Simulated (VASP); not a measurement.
Set up this calculation in VASP 6.6.1, as the native input.

| Item | Value |
| --- | --- |
| Task | single point |
| Functional | PBE |
| Potentials or basis | VASP PAW PBE potentials, release 64 (Zn, O) |
| Cutoff | 520 eV |
| k mesh | 12 × 12 × 6 |
| Occupations | gaussian, width 0.02 eV |
| Spin | no spin polarisation |
| Dipole correction | no |
| Further INCAR settings | ALGO = Normal; EDIFF = 1e-06; NBANDS = 26 |

The structure of ZnO lies in POSCAR:

```
ZnO
1.0
    3.1482151247      0.0000000000      0.0000000000
   -1.5741075623      2.7264342746      0.0000000000
    0.0000000000      0.0000000000      5.4828151201
Zn O
2 2
Direct
    0.6666666667      0.3333333333      0.5100107311
    0.3333333333      0.6666666667      0.0100107311
    0.6666666667      0.3333333333      0.8702992689
    0.3333333333      0.6666666667      0.3702992689
```

This cell differs from its parent crystal: biaxial strain in the a-b plane: -4.0 %, then relaxed in part.

These files were run (other wordings do the same):

INCAR

```
PREC = Accurate
ENCUT = 520
EDIFF = 1E-6
ISMEAR = 0
SIGMA = 0.02
LREAL = False
LASPH = True
NELM = 100
ALGO = Normal
ISIF = 2
LWAVE = False
LCHARG = True
GGA = PE
LELF = True
LVHAR = True
NBANDS = 26
```

KPOINTS

```
Automatic mesh
0
Gamma
  12 12 6
```

Potentials or basis: VASP PAW PBE potentials, release 64 (Zn, O).

Command:

```console
$ cat potpaw_PBE.64/Zn/POTCAR potpaw_PBE.64/O/POTCAR > POTCAR
$ mpirun -np 1 vasp_std > vasp.out
```

It gave:

The pressure is 7.0 GPa and the largest force is 0.017 eV/Å. The band gap on the k mesh is 0.66 eV, direct.

Caveat: the cell differs from its parent crystal (biaxial strain in the a-b plane: -4.0 %, then relaxed in part).

Run time: 64 s on 1 thread of Intel Xeon 6975P-C, on a shared host, peak memory 0.21 GiB.
